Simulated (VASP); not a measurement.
# Sc3BP2 (P6/mmm) in VASP: notebook, part 2 of 2

VASP 6.6.1. The steps go on from the part before.

## Step 4: Relaxation of cell and atoms, PBE

Input file INCAR:

```
SYSTEM = Sc3BP2
PREC = Accurate ; ENCUT = 600
EDIFF = 1E-7 ; ISMEAR = 0
SIGMA = 0.1 ; LREAL = .False.
LASPH = .True. ; NELM = 60
ALGO = Normal ; ISIF = 3
LWAVE = .False. ; LCHARG = .False.
GGA = PE ; IBRION = 2
NSW = 90 ; EDIFFG = -0.04
```

Input file KPOINTS:

```
Automatic mesh
0
Gamma
  3 3 6
  0 0 0
```

Input file POSCAR:

```
Sc3BP2
1.0
    5.7953236600      0.0000000000      0.0000000000
   -2.8976618300      5.0188975100      0.0000000000
    0.0000000000      0.0000000000      3.3975193100
Sc B P
3 1 2
Direct
    0.0000000000      0.5000000000      0.0000000000
    0.5000000000      0.5000000000      0.0000000000
    0.5000000000      0.0000000000      0.0000000000
    0.0000000000      0.0000000000      0.5000000000
    0.6666666700      0.3333333300      0.5000000000
    0.3333333300      0.6666666700      0.5000000000
```

Potentials or basis: VASP PAW PBE potentials, release 64 (Sc_sv, B, P).

Run with:

```bash
$ cat potpaw_PBE.64/Sc_sv/POTCAR potpaw_PBE.64/B/POTCAR potpaw_PBE.64/P/POTCAR > POTCAR
$ mpirun -np 1 vasp_std > vasp.out
```

OUTCAR:

```text
SYSTEM = Sc3BP2
   PREC = Accurate
   ENCUT = 600
   EDIFF = 1E-7
   ISMEAR = 0
   LREAL = .False.
   LASPH = .True.
   NELM = 60
   ISIF = 3
   GGA = PE
   IBRION = 2
   NSW = 90
   EDIFFG = -0.04

 ion  position               nearest neighbor table
   1  0.000  0.500  0.000-   5 2.38   6 2.38   5 2.38   6 2.38   3 2.90   3 2.90   2 2.90   2 2.90

   2  0.500  0.500  0.000-   5 2.38   6 2.38   5 2.38   6 2.38   3 2.90   3 2.90   1 2.90   1 2.90

   3  0.500  0.000  0.000-   5 2.38   6 2.38   5 2.38   6 2.38   1 2.90   2 2.90   2 2.90   1 2.90

   4  0.000  0.000  0.500-
   5  0.667  0.333  0.500-   3 2.38   3 2.38   1 2.38   1 2.38   2 2.38   2 2.38
   6  0.333  0.667  0.500-   3 2.38   3 2.38   1 2.38   1 2.38   2 2.38   2 2.38

  LATTYP: Found a hexagonal cell.
 ALAT       =     5.7953236600
 C/A-ratio  =     0.5862518660

  Lattice vectors:

 A1 = (   5.7953236600,   0.0000000000,   0.0000000000)
 A2 = (  -2.8976618300,   5.0188975100,   0.0000000000)
 A3 = (   0.0000000000,   0.0000000000,   3.3975193100)

Analysis of symmetry for initial positions (statically):
=====================================================================
 Subroutine PRICEL returns:
 Original cell was already a primitive cell.

 Routine SETGRP: Setting up the symmetry group for a
 hexagonal supercell.

 Subroutine GETGRP returns: Found 24 space group operations
 (whereof 24 operations were pure point group operations)
 out of a pool of 24 trial point group operations.

The static configuration has the point symmetry D_6h.

Analysis of symmetry for dynamics (positions and initial velocities):
=====================================================================
 Subroutine PRICEL returns:
 Original cell was already a primitive cell.

 Routine SETGRP: Setting up the symmetry group for a
 hexagonal supercell.

 Subroutine GETGRP returns: Found 24 space group operations
 (whereof 24 operations were pure point group operations)
 out of a pool of 24 trial point group operations.

The dynamic configuration has the point symmetry D_6h.

[... 84 lines left out ...]
   PREC   = accura    normal or accurate (medium, high low for compatibility)
   ISTART =      0    job   : 0-new  1-cont  2-samecut
   ICHARG =      2    charge: 1-file 2-atom 10-const
   ISPIN  =      1    spin polarized calculation?
   LNONCOLLINEAR =      F non collinear calculations
   LSORBIT =      F    spin-orbit coupling
   LASPH  =      T    aspherical Exc in radial PAW
   ENCUT  =  600.0 eV  44.10 Ry    6.64 a.u.  11.57 11.57  6.79*2*pi/ulx,y,z
   NELM   =     60;   NELMIN=  2; NELMDL= -5     # of ELM steps
   EDIFF  = 0.1E-06   stopping-criterion for ELM
   LREAL  =      F    real-space projection
   EDIFFG = -.4E-01   stopping-criterion for IOM
   NSW    =     90    number of steps for IOM
   IBRION =      2    ionic relax: 0-MD 1-quasi-New 2-CG
   NFREE  =      1    steps in history (QN), initial steepest desc. (CG)
   ISIF   =      3    stress and relaxation
   ISYM   =      2    0-nonsym 1-usesym 2-fastsym
   POTIM  = 0.5000    time-step for ionic-motion
   TEBEG  =    0.0;   TEEND  =   0.0 temperature during run
   PSTRESS=    0.0 pullay stress
   NELECT =      46.0000    total number of electrons
   NUPDOWN=      -1.0000    fix difference up-down
   EMIN   =  10.00;   EMAX   =-10.00  energy-range for DOS
   EFERMI =   0.00;   METHOD = LEGACY
   ISMEAR =     0;   SIGMA  =   0.10  broadening in eV -4-tet -1-fermi 0-gaus
   EFERMI_NEDOS =   21; number of points for ismear=-14 and -15
   IALGO  =     38    algorithm
   IMIX   =      4    mixing-type and parameters
     AMIX     =   0.40;   BMIX     =  1.00
     AMIX_MAG =   1.60;   BMIX_MAG =  1.00
  volume/ion in A,a.u.               =      16.47       111.15
  Fermi-wavevector in a.u.,A,eV,Ry     =   1.268756  2.397601 21.901868  1.609742
  Thomas-Fermi vector in A             =   2.401834
   LORBIT       =      0    0 simple, 1 ext, 2 COOP (PROOUT), +10 PAW based schemes
   GGA     = PE    functional components
   LHFCALC =     F    Hartree Fock is set to
   AEXX    =    0.0000 exact exchange contribution
   IVDW    =     0    specifies the selected vdW correction
   LEPSILON=     F    determine dielectric tensor
   LRPA    =     F    only Hartree local field effects (RPA)
 conjugate gradient relaxation of ions
 non-spin polarized calculation
 Gauss-broadening in eV      SIGMA  =   0.10
  energy-cutoff  :      600.00
  volume of cell :       98.82
 maximum number of plane-waves:      3331
 NGX is ok and might be reduce to    48
   NGX = 23   NGY = 23   NGZ = 13

--------------------------------------- Ionic step        1  -------------------------------------------

 number of electron      45.9999993 magnetization

 Free energy of the ion-electron system (eV)
  ---------------------------------------------------
  ext. energy  EPLUGINS =         0.00000000
  ---------------------------------------------------
  free energy    TOTEN  =       -34.22874926 eV

  energy without entropy =      -34.19874571  energy(sigma->0) =      -34.21374748

 E-fermi :   5.9432     XC(G=0): -10.7029

 val. band max:        5.8711141787   @ k =   0.3333   0.3333   0.0000
 cond. band min:       5.9688678343   @ k =   0.0000   0.0000   0.1667
 fundamental gap:      0.0977536556
 Fermi energy:         5.9432044345
[... 884 lines left out ...]
--------------------------------------- Ionic step        5  -------------------------------------------

 number of electron      46.0000011 magnetization

 Free energy of the ion-electron system (eV)
  ---------------------------------------------------
  ext. energy  EPLUGINS =         0.00000000
  ---------------------------------------------------
  free energy    TOTEN  =       -36.63248591 eV

  energy without entropy =      -36.59117546  energy(sigma->0) =      -36.61183069

 E-fermi :   4.0209     XC(G=0):  -9.5089

 val. band max:        4.0140132171   @ k =   0.3333  -0.0000   0.3333
 cond. band min:       4.0290619095   @ k =   0.3333  -0.0000   0.1667
 fundamental gap:      0.0150486924
 Fermi energy:         4.0208852551
[... 391 lines left out ...]
  FREE ENERGIE OF THE ION-ELECTRON SYSTEM (eV)
  ---------------------------------------------------
  free  energy   TOTEN  =       -36.6324859109 eV

  energy  without entropy=      -36.5911754613  energy(sigma->0) =      -36.61183069

 reached required accuracy - stopping structural energy minimisation
```

Wall time 3.8 min (1 thread of Intel Xeon Platinum 8488C (Sapphire Rapids), shared host); peak memory 0.26 GiB.

What came out:

| Property | Result |
| --- | --- |
| Free energy | -36.6325 eV |
| Relaxed volume | 21.76 Å³/atom |
| Relaxed cell | a = 6.538 Å, b = 6.538 Å, c = 3.527 Å, α = 90.00°, β = 90.00°, γ = 120.00° |
| Space group after relaxing (to 0.05 Å) | P6/mmm (No. 191) |
| Energy gained by relaxing | 400.6 meV/atom |
| Ionic steps | 5 |
| Pressure after relaxing | 0.2 GPa |
| Band gap on the k mesh | zero (band 23 reaches 4.33 eV, above the bottom of band 24 at 3.54 eV) |

Step by step:
| step | energy change (eV) | largest force (eV/Å) | pressure (GPa) | volume (Å³) |
| --- | --- | --- | --- | --- |
| 1 | 0.0000 | 0.0000 | 30.24 | 98.82 |
| 2 | -1.4622 | 0.0000 | -8.44 | 150.27 |
| 3 | -2.1821 | 0.0000 | 0.12 | 127.27 |
| 4 | -2.3560 | 0.0000 | 0.07 | 129.18 |
| 5 | -2.4037 | 0.0000 | 0.15 | 130.56 |

Final structure:
```
Sc B P
1.0
     6.53763    0.00000    0.00000
    -3.26882    5.66176    0.00000
     0.00000    0.00000    3.52734
Sc B P
3 1 2
Direct
  0.00000 0.50000 0.00000
  0.50000 0.50000 0.00000
  0.50000 0.00000 0.00000
  0.00000 0.00000 0.50000
  0.66667 0.33333 0.50000
  0.33333 0.66667 0.50000
```

Caveat: the k points lie up to 0.37 Å⁻¹ apart in the final cell; the volume moved by over 15 % at a fixed basis, so the end points are rough.

## Step 5: Single point, PBE

This run uses another cell than the first one, of 21.79 Å³/atom, 1.323 times its volume.

Input file INCAR:

```
SYSTEM = Sc3BP2
ALGO = Normal
EDIFF = 1E-6
ENCUT = 520
GGA = PE
ISIF = 2
ISMEAR = 0
LASPH = .True.
LCHARG = .False.
LREAL = .False.
LWAVE = .False.
NBANDS = 32
NELM = 100
PREC = Accurate
SIGMA = 0.1
```

Input file KPOINTS:

```
k-points
0
Gamma
  6 6 10
  0 0 0
```

Input file POSCAR:

```
Sc3BP2
1.0
    6.5486292255      0.0000000000      0.0000000000
   -3.2743146127      5.6712792692      0.0000000000
    0.0000000000      0.0000000000      3.5206398358
Sc B P
3 1 2
Direct
    0.0000000000      0.5000000000      0.0000000000
    0.5000000000      0.5000000000      0.0000000000
    0.5000000000      0.0000000000      0.0000000000
    0.0000000000      0.0000000000      0.5000000000
    0.6666666667      0.3333333333      0.5000000000
    0.3333333333      0.6666666667      0.5000000000
```

Run with:

```bash
$ cat potpaw_PBE.64/Sc_sv/POTCAR potpaw_PBE.64/B/POTCAR potpaw_PBE.64/P/POTCAR > POTCAR
$ mpirun -np 1 vasp_std > vasp.out
```

Run time: 3.7 min. Hardware: 1 thread of Intel Xeon Platinum 8488C (Sapphire Rapids), shared host; peak memory 0.33 GiB.

It converged, with:

```yaml
Free_energy: -36.6307 eV
Pressure: 0.1 GPa
Band_gap_on_the_k_mesh: zero (band 23 reaches 4.34 eV, above the bottom of band 24 at 3.43 eV)
```

Stress tensor (GPa, compression positive):
```
0.11 0.00 0.00
0.00 0.11 0.00
0.00 0.00 0.20
```

Levels at points of the mesh, in eV from the Fermi level:
```
           k point  band 19  band 20  band 21  band 22  band 23  band 24  band 25  band 26  band 27  band 28
(0.00, 0.00, 0.00)    -2.54    -2.54    -1.20    -0.53    -0.09    -0.09     0.95     0.95     1.01     1.21
(0.50, 0.00, 0.00)    -2.42    -2.07    -1.73    -0.91    -0.61    -0.57     0.41     1.50     1.52     1.53
(0.00, 0.00, 0.50)    -3.28    -2.46    -2.46    -1.50    -0.27    -0.27     0.17     0.17     1.91     2.18
(0.50, 0.00, 0.50)    -2.68    -2.54    -2.47    -1.22     0.07     0.66     0.82     0.89     1.09     1.09
```

## Step 6: Overview

| task | cell | k mesh | cutoff (eV) | gap on the mesh (eV) | pressure (GPa) |
| --- | --- | --- | --- | --- | --- |
| single point | a = 5.795, b = 5.795, c = 3.398 Å, angles 90.0, 90.0, 120.0°, 6 atoms | 3 × 3 × 6 | 520 | none | 30.2 |
| single point | a = 6.526, b = 6.526, c = 3.526 Å, angles 90.0, 90.0, 120.0°, 6 atoms | 3 × 3 × 6 | 520 | none | 0.4 |
| relaxation of cell and atoms | relaxed from a = 5.795, b = 5.795, c = 3.398 Å, angles 90.0, 90.0, 120.0°, 6 atoms | 3 × 3 × 6 | 600 | none | 0.2 |
| single point | a = 6.549, b = 6.549, c = 3.521 Å, angles 90.0, 90.0, 120.0°, 6 atoms | 6 × 6 × 10 | 520 | none | 0.1 |

Alike in all rows: level PBE; potentials or basis VASP PAW PBE potentials, release 64 (Sc_sv, B, P); no spin polarisation; smearing gaussian 0.1 eV.

Caveats: some runs use coarse meshes; the volume moved by over 15 % at a fixed basis, so the end points are rough (some runs).

Absolute energies hang on the potentials; compare differences alone.
